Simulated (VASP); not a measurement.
# I (P6_3/mmc) in VASP: further runs

The runs below take I through single point, with r2SCAN.

Everything below comes from runs of VASP 6.6.1. Logs are shortened: lines on timing, memory, paths and dates and some standing lists are left out, and cuts for length are marked.

## 1. The cell of the first run

Symmetry: P6_3/mmc, No. 194, hexagonal system. Conventional cell: a = 4.599 Å, b = 4.599 Å, c = 10.952 Å, α = 90.00°, β = 90.00°, γ = 120.00°. Within 3.6 Å of I (site symmetry 3m) lie 1 I at 2.71 Å.

## 2. Single point, r2SCAN

The input, POSCAR:

```
I
1.0
    4.5987157700      0.0000000000      0.0000000000
   -2.2993578850      3.9826046816      0.0000000000
    0.0000000000      0.0000000000     10.9522953939
I
4
Direct
    0.3333333333      0.6666666667      0.3736717985
    0.6666666667      0.3333333333      0.8736717985
    0.6666666667      0.3333333333      0.6263282015
    0.3333333333      0.6666666667      0.1263282015
```

The input, INCAR.step1:

```
SYSTEM = I
ALGO = Normal
EDIFF = 1E-4
ENCUT = 520
GGA = PE
ISMEAR = 0
LASPH = .True.
LCHARG = .False.
LREAL = .False.
LWAVE = .True.
NBANDS = 22
NELM = 100
PREC = Accurate
SIGMA = 0.02
```

The input, INCAR.step2:

```
SYSTEM = I
ALGO = Normal
EDIFF = 1E-7
ENCUT = 520
ISIF = 2
ISMEAR = 0
ISTART = 1
LASPH = .True.
LCHARG = .True.
LELF = .True.
LMIXTAU = .True.
LREAL = .False.
LVHAR = .True.
LWAVE = .False.
METAGGA = R2SCAN
NBANDS = 22
NELM = 100
PREC = Accurate
SIGMA = 0.02
```

The input, KPOINTS:

```
k-points
0
Gamma
  9 9 4
  0 0 0
```

Potentials or basis: VASP PAW PBE potentials, release 64 (I).

On the command line:

```console
> cat potpaw_PBE.64/I/POTCAR > POTCAR
> cp INCAR.step1 INCAR
> mpirun -np 1 vasp_std > vasp.out
> cp INCAR.step2 INCAR
> mpirun -np 1 vasp_std > vasp.out
```

OUTCAR:

```text
SYSTEM = I
   EDIFF = 1E-7
   ENCUT = 520
   ISIF = 2
   ISMEAR = 0
   ISTART = 1
   LASPH = .True.
   LREAL = .False.
   METAGGA = R2SCAN
   NELM = 100
   PREC = Accurate

 ion  position               nearest neighbor table
   1  0.333  0.667  0.374-   4 2.71
   2  0.667  0.333  0.874-   3 2.71
   3  0.667  0.333  0.626-   2 2.71
   4  0.333  0.667  0.126-   1 2.71

  LATTYP: Found a hexagonal cell.
 ALAT       =     4.5987157700
 C/A-ratio  =     2.3815986770

  Lattice vectors:

 A1 = (   4.5987157700,   0.0000000000,   0.0000000000)
 A2 = (  -2.2993578850,   3.9826046816,   0.0000000000)
 A3 = (   0.0000000000,   0.0000000000,  10.9522953939)

Analysis of symmetry for initial positions (statically):
=====================================================================
 Subroutine PRICEL returns:
 Original cell was already a primitive cell.

 Routine SETGRP: Setting up the symmetry group for a
 hexagonal supercell.

 Subroutine GETGRP returns: Found 24 space group operations
 (whereof 12 operations were pure point group operations)
 out of a pool of 24 trial point group operations.

The static configuration has the point symmetry D_3d.
 The point group associated with its full space group is D_6h.

Analysis of symmetry for dynamics (positions and initial velocities):
=====================================================================
 Subroutine PRICEL returns:
 Original cell was already a primitive cell.

 Routine SETGRP: Setting up the symmetry group for a
 hexagonal supercell.

 Subroutine GETGRP returns: Found 24 space group operations
 (whereof 12 operations were pure point group operations)
 out of a pool of 24 trial point group operations.

The dynamic configuration has the point symmetry D_3d.
 The point group associated with its full space group is D_6h.

 Subroutine INISYM returns: Found 24 space group operations
 (whereof 12 operations are pure point group operations),
 and found     1 'primitive' translations

----------------------------------------------------------------------------------------

                                     Primitive cell
[... 89 lines left out ...]
   ISPIN  =      1    spin polarized calculation?
   LNONCOLLINEAR =      F non collinear calculations
   LSORBIT =      F    spin-orbit coupling
   LASPH  =      T    aspherical Exc in radial PAW
   ENCUT  =  520.0 eV  38.22 Ry    6.18 a.u.   8.55  8.55 20.36*2*pi/ulx,y,z
   NELM   =    100;   NELMIN=  2; NELMDL=  0     # of ELM steps
   EDIFF  = 0.1E-06   stopping-criterion for ELM
   LREAL  =      F    real-space projection
   EDIFFG = 0.1E-05   stopping-criterion for IOM
   NSW    =      0    number of steps for IOM
   IBRION =     -1    ionic relax: 0-MD 1-quasi-New 2-CG
   NFREE  =      0    steps in history (QN), initial steepest desc. (CG)
   ISIF   =      2    stress and relaxation
   ISYM   =      2    0-nonsym 1-usesym 2-fastsym
   POTIM  = 0.5000    time-step for ionic-motion
   TEBEG  =    0.0;   TEEND  =   0.0 temperature during run
   PSTRESS=    0.0 pullay stress
   NELECT =      28.0000    total number of electrons
   NUPDOWN=      -1.0000    fix difference up-down
   EMIN   =  10.00;   EMAX   =-10.00  energy-range for DOS
   EFERMI =   0.00;   METHOD = LEGACY
   ISMEAR =     0;   SIGMA  =   0.02  broadening in eV -4-tet -1-fermi 0-gaus
   EFERMI_NEDOS =   21; number of points for ismear=-14 and -15
   IALGO  =     38    algorithm
   IMIX   =      4    mixing-type and parameters
     AMIX     =   0.40;   BMIX     =  1.00
     AMIX_MAG =   1.60;   BMIX_MAG =  1.00
  volume/ion in A,a.u.               =      50.15       338.41
  Fermi-wavevector in a.u.,A,eV,Ry     =   0.849228  1.604809  9.812372  0.721189
  Thomas-Fermi vector in A             =   1.965016
   LORBIT       =      0    0 simple, 1 ext, 2 COOP (PROOUT), +10 PAW based schemes
   METAGGA = R2SCAN    functional components
   LHFCALC =     F    Hartree Fock is set to
   AEXX    =    0.0000 exact exchange contribution
   IVDW    =     0    specifies the selected vdW correction
   LEPSILON=     F    determine dielectric tensor
   LRPA    =     F    only Hartree local field effects (RPA)
 non-spin polarized calculation
 Gauss-broadening in eV      SIGMA  =   0.02
  energy-cutoff  :      520.00
  volume of cell :      200.59
 maximum number of plane-waves:      5440
 NGX is ok and might be reduce to    36
   NGX = 17   NGY = 17   NGZ = 41

 number of electron      27.9999999 magnetization

 Free energy of the ion-electron system (eV)
  ---------------------------------------------------
  ext. energy  EPLUGINS =         0.00000000
  ---------------------------------------------------
  free energy    TOTEN  =       -97.84096038 eV

  energy without entropy =      -97.84096038  energy(sigma->0) =      -97.84096038

 E-fermi :   1.2806     XC(G=0):  -7.6246

 val. band max:        1.1737670346   @ k =   0.2222   0.0000   0.0000
 cond. band min:       1.5035760784   @ k =   0.0000   0.0000   0.0000
 fundamental gap:      0.3298090439
 Fermi energy:         1.2806008532

 k-point     1 :       0.0000    0.0000    0.0000
  band No.  band energies     occupation
      1     -12.7969      2.00000
      2     -12.4574      2.00000
      3     -10.8255      2.00000
      4     -10.0620      2.00000
      5      -3.8458      2.00000
      6      -2.1482      2.00000
[... 589 lines left out ...]
     21       9.1653      0.00000
     22       9.2838      0.00000

 [... further k-points ...]

------------------------ aborting loop because EDIFF is reached ----------------------------------------

  FORCE on cell =-STRESS in cart. coord.  units (eV):
  Direction    XX          YY          ZZ          XY          YZ          ZX
  --------------------------------------------------------------------------------------
  -------------------------------------------------------------------------------------
  Total       -0.0149129     -0.0149129     -0.1513446      0.0000000     -0.0000000      0.0000000
  in kB       -0.1191139     -0.1191139     -1.2088398      0.0000000     -0.0000000      0.0000000
  external PRESSURE =      -0.4823558 kB  Pullay stress =       0.0000000 kB

 VOLUME and BASIS-vectors are now :
 -----------------------------------------------------------------------------
  energy-cutoff  :      520.00
  volume of cell :      200.59
      direct lattice vectors                 reciprocal lattice vectors
     4.598715770  0.000000000  0.000000000     0.217452013  0.125545978  0.000000000
    -2.299357885  3.982604682  0.000000000     0.000000000  0.251091956  0.000000000
     0.000000000  0.000000000 10.952295394     0.000000000  0.000000000  0.091305061

 POSITION                                       TOTAL-FORCE (eV/Angst)
 -----------------------------------------------------------------------------------
     -0.00000      2.65507      4.09256         0.000000     -0.000000     -0.000832
      2.29936      1.32753      9.56871        -0.000000     -0.000000     -0.000832
      2.29936      1.32753      6.85973        -0.000000      0.000000      0.000832
     -0.00000      2.65507      1.38358         0.000000      0.000000      0.000832
 -----------------------------------------------------------------------------------
    total drift:                               -0.000000      0.000000     -0.000000

  FREE ENERGIE OF THE ION-ELECTRON SYSTEM (eV)
  ---------------------------------------------------
  free  energy   TOTEN  =       -97.8409603840 eV

  energy  without entropy=      -97.8409603840  energy(sigma->0) =      -97.84096038
```

OSZICAR.step1:

```text
N       E                     dE             d eps       ncg     rms          rms(c)
DAV:   1     0.166490814159E+03    0.16649E+03   -0.10153E+04  1584   0.100E+03
DAV:   2     0.878998296941E+01   -0.15770E+03   -0.15300E+03  2196   0.159E+02
DAV:   3    -0.561844447457E+01   -0.14408E+02   -0.14361E+02  1970   0.547E+01
DAV:   4    -0.597515031453E+01   -0.35671E+00   -0.35664E+00  2154   0.101E+01
DAV:   5    -0.598312128121E+01   -0.79710E-02   -0.79709E-02  2036   0.153E+00    0.858E+00
DAV:   6    -0.575487591826E+01    0.22825E+00   -0.18673E-01  1956   0.185E+00    0.587E+00
DAV:   7    -0.568820505096E+01    0.66671E-01   -0.47493E-01  1926   0.291E+00    0.661E-01
DAV:   8    -0.567619412765E+01    0.12011E-01   -0.61254E-02  1878   0.111E+00    0.329E-01
DAV:   9    -0.567631589748E+01   -0.12177E-03   -0.12550E-03  1944   0.203E-01    0.133E-01
DAV:  10    -0.567649211019E+01   -0.17621E-03   -0.17382E-04  1792   0.756E-02    0.852E-02
DAV:  11    -0.567649833830E+01   -0.62281E-05   -0.99691E-06  1092   0.178E-02
   1 F= -.56764983E+01 E0= -.56764982E+01  d E =-.321578E-06
```

It took 5.3 min on 1 thread of Intel Xeon Platinum 8488C (Sapphire Rapids), shared host; peak memory 0.41 GiB.

Results:

```yaml
Free_energy: -97.8410 eV
Pressure: 0.0 GPa
Band_gap_on_the_k_mesh: 0.33 eV, indirect (least direct gap 0.34 eV)
```

Stress tensor (GPa, compression positive):
```
-0.01  0.00  0.00
 0.00 -0.01  0.00
 0.00  0.00 -0.12
```

Levels at points of the mesh, in eV from the valence-band top:
```tsv
k point	band 11	band 12	band 13	band 14	band 15	band 16	band 17	band 18
(0.00, 0.00, 0.00)	-0.65	-0.65	-0.01	-0.01	0.33	2.15	4.76	4.97
(0.00, 0.00, 0.50)	-0.30	-0.30	-0.30	-0.30	1.34	1.34	5.08	5.08
```

Caveat: the PAW data sets were made with another functional, which shifts forces and pressure a little; spin-orbit coupling is left out, which moves the levels of the heavy elements.

## 3. Single point, r2SCAN

POSCAR is that of step 2.

The input, INCAR.step1:

```
ALGO = Normal ; EDIFF = 1E-4
ENCUT = 520 ; GGA = PE
ISMEAR = 0 ; LASPH = T
LCHARG = F ; LREAL = F
LWAVE = T ; NBANDS = 22
NELM = 100 ; PREC = Accurate
SIGMA = 0.1
```

The input, INCAR.step2:

```
ALGO = Normal ; EDIFF = 1E-6
ENCUT = 520 ; ISIF = 2
ISMEAR = 0 ; ISTART = 1
LASPH = T ; LCHARG = F
LMIXTAU = T ; LREAL = F
LWAVE = F ; METAGGA = R2SCAN
NBANDS = 22 ; NELM = 100
PREC = Accurate ; SIGMA = 0.1
```

The input, KPOINTS:

```
k-points
0
Gamma
  6 6 2
```

Potentials or basis: VASP PAW PBE potentials, release 64 (I).

On the command line:

```console
> cat potpaw_PBE.64/I/POTCAR > POTCAR
> cp INCAR.step1 INCAR
> mpirun -np 1 vasp_std > vasp.out
> cp INCAR.step2 INCAR
> mpirun -np 1 vasp_std > vasp.out
```

OUTCAR:

```text
EDIFF = 1E-6
   ENCUT = 520
   ISIF = 2
   ISMEAR = 0
   ISTART = 1
   LASPH = T
   LREAL = F
   METAGGA = R2SCAN
   NELM = 100
   PREC = Accurate

 ion  position               nearest neighbor table
   1  0.333  0.667  0.374-   4 2.71
   2  0.667  0.333  0.874-   3 2.71
   3  0.667  0.333  0.626-   2 2.71
   4  0.333  0.667  0.126-   1 2.71

  LATTYP: Found a hexagonal cell.
 ALAT       =     4.5987157700
 C/A-ratio  =     2.3815986770

  Lattice vectors:

 A1 = (   4.5987157700,   0.0000000000,   0.0000000000)
 A2 = (  -2.2993578850,   3.9826046816,   0.0000000000)
 A3 = (   0.0000000000,   0.0000000000,  10.9522953939)

Analysis of symmetry for initial positions (statically):
=====================================================================
 Subroutine PRICEL returns:
 Original cell was already a primitive cell.
[... 160 lines left out ...]
  ext. energy  EPLUGINS =         0.00000000
  ---------------------------------------------------
  free energy    TOTEN  =       -97.84192570 eV

  energy without entropy =      -97.84160721  energy(sigma->0) =      -97.84176645

 E-fermi :   1.3702     XC(G=0):  -7.6246

 val. band max:        1.1753687252   @ k =   0.1667   0.0000   0.0000
 cond. band min:       1.5033668745   @ k =   0.0000   0.0000   0.0000
 fundamental gap:      0.3279981492
 Fermi energy:         1.3702125408

 k-point     1 :       0.0000    0.0000    0.0000
  band No.  band energies     occupation
      1     -12.7969      2.00000
      2     -12.4574      2.00000
      3     -10.8256      2.00000
      4     -10.0621      2.00000
      5      -3.8461      2.00000
      6      -2.1484      2.00000
[... 339 lines left out ...]
     21       8.9168      0.00000
     22       8.9168      0.00000

------------------------ aborting loop because EDIFF is reached ----------------------------------------

  FORCE on cell =-STRESS in cart. coord.  units (eV):
  Direction    XX          YY          ZZ          XY          YZ          ZX
  --------------------------------------------------------------------------------------
  -------------------------------------------------------------------------------------
  Total       -0.0361140     -0.0361140     -0.1116295      0.0000000     -0.0000000      0.0000000
  in kB       -0.2884541     -0.2884541     -0.8916218      0.0000000     -0.0000000      0.0000000
  external PRESSURE =      -0.4895100 kB  Pullay stress =       0.0000000 kB

 VOLUME and BASIS-vectors are now :
 -----------------------------------------------------------------------------
  energy-cutoff  :      520.00
  volume of cell :      200.59
      direct lattice vectors                 reciprocal lattice vectors
     4.598715770  0.000000000  0.000000000     0.217452013  0.125545978  0.000000000
    -2.299357885  3.982604682  0.000000000     0.000000000  0.251091956  0.000000000
     0.000000000  0.000000000 10.952295394     0.000000000  0.000000000  0.091305061

 POSITION                                       TOTAL-FORCE (eV/Angst)
 -----------------------------------------------------------------------------------
     -0.00000      2.65507      4.09256         0.000000     -0.000000      0.001379
      2.29936      1.32753      9.56871        -0.000000     -0.000000      0.001379
      2.29936      1.32753      6.85973        -0.000000      0.000000     -0.001379
     -0.00000      2.65507      1.38358         0.000000      0.000000     -0.001379
 -----------------------------------------------------------------------------------
    total drift:                               -0.000000      0.000000     -0.000000

  FREE ENERGIE OF THE ION-ELECTRON SYSTEM (eV)
  ---------------------------------------------------
  free  energy   TOTEN  =       -97.8419256958 eV

  energy  without entropy=      -97.8416072062  energy(sigma->0) =      -97.84176645
```

OSZICAR.step1:

```text
N       E                     dE             d eps       ncg     rms          rms(c)
DAV:   1     0.170083392895E+03    0.17008E+03   -0.10060E+04   616   0.997E+02
DAV:   2     0.932741588015E+01   -0.16076E+03   -0.15548E+03   864   0.157E+02
DAV:   3    -0.559330610721E+01   -0.14921E+02   -0.14868E+02   780   0.555E+01
DAV:   4    -0.597367759918E+01   -0.38037E+00   -0.38029E+00   824   0.104E+01
DAV:   5    -0.598418588758E+01   -0.10508E-01   -0.10508E-01   810   0.176E+00    0.856E+00
DAV:   6    -0.575589769680E+01    0.22829E+00   -0.18884E-01   748   0.186E+00    0.588E+00
DAV:   7    -0.569098421363E+01    0.64913E-01   -0.47183E-01   748   0.291E+00    0.686E-01
DAV:   8    -0.567803017813E+01    0.12954E-01   -0.63759E-02   712   0.113E+00    0.325E-01
DAV:   9    -0.567813895048E+01   -0.10877E-03   -0.13111E-03   748   0.209E-01    0.126E-01
DAV:  10    -0.567830503911E+01   -0.16609E-03   -0.18829E-04   678   0.770E-02    0.467E-02
DAV:  11    -0.567830889101E+01   -0.38519E-05   -0.69130E-06   434   0.150E-02
   1 F= -.56783089E+01 E0= -.56766704E+01  d E =-.327706E-02
```

Wall time 2.6 min (1 thread of Intel Xeon Platinum 8488C (Sapphire Rapids), shared host); peak memory 0.36 GiB.

Results:

```
Free energy            : -97.8419 eV
Pressure               : 0.0 GPa
Band gap on the k mesh : 0.33 eV, indirect (least direct gap 0.34 eV)
```

Levels at points of the mesh, in eV from the valence-band top:
| k point | band 10 | band 11 | band 12 | band 13 | band 14 | band 15 | band 16 | band 17 | band 18 | band 19 |
| --- | --- | --- | --- | --- | --- | --- | --- | --- | --- | --- |
| (0.00, 0.00, 0.00) | -1.66 | -0.66 | -0.66 | -0.01 | -0.01 | 0.33 | 2.15 | 4.75 | 4.97 | 7.38 |
| (0.50, 0.00, 0.00) | -1.96 | -1.81 | -1.35 | -1.13 | -0.04 | 1.37 | 1.88 | 5.27 | 6.21 | 6.64 |
| (0.00, 0.00, 0.50) | -1.90 | -0.30 | -0.30 | -0.30 | -0.30 | 1.34 | 1.34 | 5.07 | 5.07 | 7.09 |
| (0.50, 0.00, 0.50) | -2.25 | -1.21 | -1.21 | -0.50 | -0.50 | 1.36 | 1.36 | 5.72 | 5.72 | 7.19 |

Caveat: the PAW data sets were made with another functional, which shifts forces and pressure a little; spin-orbit coupling is left out, which moves the levels of the heavy elements. A k mesh can miss the band edges.
